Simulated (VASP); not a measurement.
Set up this calculation in VASP 6.6.1, as the native input.

- Task: single point
- Functional: PBE
- Potentials or basis: VASP PAW PBE potentials, release 64 (Sn_d, Se)
- Cutoff: 520 eV
- k mesh: 4 × 4 × 4
- Occupations: gaussian, width 0.1 eV
- Spin: no spin polarisation
- Dipole correction: no
- Further INCAR settings: ALGO = Normal; EDIFF = 1e-06; NBANDS = 20

The structure of SnSe2 lies in POSCAR:

```
SnSe2
1.0
    5.3027620281      0.0000000000      0.0000000000
    0.0000000000      5.3027620281      0.0000000000
    0.0000000000      0.0000000000      5.0188413809
Sn Se
1 2
Direct
    0.0000000000      0.0000000000      0.7127072296
    0.5000000000      0.0000000000      0.7104360002
    0.0000000000      0.5000000000      0.7104360002
```

These files were run (other wordings do the same):

INCAR

```
SYSTEM = SnSe2
PREC = Accurate
ENCUT = 520
EDIFF = 1E-6
ISMEAR = 0
SIGMA = 0.1
LREAL = .False.
LASPH = .True.
NELM = 100
ALGO = Normal
ISIF = 2
LWAVE = .False.
LCHARG = .False.
GGA = PE
NBANDS = 20
```

KPOINTS

```
Automatic mesh
0
Gamma
  4 4 4
  0 0 0
```

Potentials or basis: VASP PAW PBE potentials, release 64 (Sn_d, Se).

Launch:

```console
$ cat potpaw_PBE.64/Sn_d/POTCAR potpaw_PBE.64/Se/POTCAR > POTCAR
$ mpirun -np 1 vasp_std > vasp.out
```

Results of the run:

```yaml
Pressure: 0.3 GPa
Largest_force: 0.006 eV/Å
Band_gap_on_the_k_mesh: zero (band 13 reaches 0.39 eV, above the bottom of band 14 at -0.56 eV)
```

Caveat: spin-orbit coupling is left out, which moves the levels of the heavy elements.

Wall time 24 s on 1 thread of AMD EPYC 9R45 96-Core Processor (Zen 5), on a shared host, peak memory 0.22 GiB.
